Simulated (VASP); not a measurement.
Here is a VASP 6.6.1 calculation.

INCAR

```
ALGO = Fast
EDIFF = 1E-7
ENCUT = 520
ISIF = 2
ISMEAR = 0
LASPH = T
LCHARG = F
LREAL = F
LWAVE = F
NBANDS = 11
NELM = 80
PREC = Accurate
SIGMA = 0.15
```

The input KPOINTS:

```
k-points
0
Gamma
  24 24 14
```

The input POSCAR:

```
Si
1.0
    2.6510666862      0.0000000000      0.0000000000
   -1.3255333431      2.2958910974      0.0000000000
    0.0000000000      0.0000000000      4.5417424135
Si
2
Direct
    0.2842964680      0.6666666667      0.2500000000
    0.7157035320      0.3333333333      0.7500000000
```

Potentials or basis: VASP PAW LDA potentials, release 64 (Si).

Command:

```console
$ cat potpaw_LDA.64/Si/POTCAR > POTCAR
$ mpirun -np 1 vasp_std > vasp.out
```

(1) What does it give for the largest force?

(2) Estimate the pressure.

Answers

(1) 0.157 eV/Å.

(2) 0.4 GPa.

Caveat: the cell differs from its parent crystal (atoms displaced along a vibrational mode).
